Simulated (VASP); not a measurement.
Set up this calculation in VASP 6.6.1, as the native input.

```yaml
Task: single point
Functional: PBE
Potentials_or_basis: VASP PAW PBE potentials, release 64 (B, N)
Cutoff: 520 eV
k_mesh: 10 × 6 × 4
Occupations: gaussian, width 0.05 eV
Spin: no spin polarisation
Dipole_correction: no
Further_INCAR_settings: ALGO = Normal; EDIFF = 1e-06; NBANDS = 26
```

The structure of BN lies in POSCAR:

```
BN
1.0
    2.5116193520      0.0000000000      0.0000000000
    0.0000000000      4.3502523269      0.0000000000
    0.0000000000      0.0000000000      8.4203711562
B N
4 4
Direct
    0.0000000000      0.3333333333      0.2500000000
    0.5000000000      0.8333333333      0.2500000000
    0.5000000000      0.1666666667      0.7500000000
    1.0000000000      0.6666666667      0.7500000000
    0.0000000000      0.3333333333      0.7500000000
    0.5000000000      0.8333333333      0.7500000000
    0.5000000000      0.1666666667      0.2500000000
    1.0000000000      0.6666666667      0.2500000000
```

These files were run (other wordings do the same):

INCAR

```
SYSTEM = BN
ALGO = Normal ; EDIFF = 1E-6
ENCUT = 520 ; GGA = PE
ISIF = 2 ; ISMEAR = 0
LASPH = .TRUE. ; LCHARG = .TRUE.
LELF = .TRUE. ; LREAL = .FALSE.
LVHAR = .TRUE. ; LWAVE = .FALSE.
NBANDS = 26 ; NELM = 100
PREC = Accurate ; SIGMA = 0.05
```

KPOINTS

```
k-points
0
G
  10 6 4
  0 0 0
```

Potentials or basis: VASP PAW PBE potentials, release 64 (B, N).

Launch:

```bash
$ cat potpaw_PBE.64/B/POTCAR potpaw_PBE.64/N/POTCAR > POTCAR
$ mpirun -np 1 vasp_std > vasp.out
```

Results of the run:

* Pressure: 0.2 GPa
* Band gap on the k mesh: 4.39 eV

Caveat: this functional lacks dispersion, which binds layers or chains, so the pressure and a relaxed spacing across them are unreliable.

Run time: 2.4 min on 1 thread of Intel Xeon 8259CL, with other jobs on the host, peak memory 0.27 GiB.
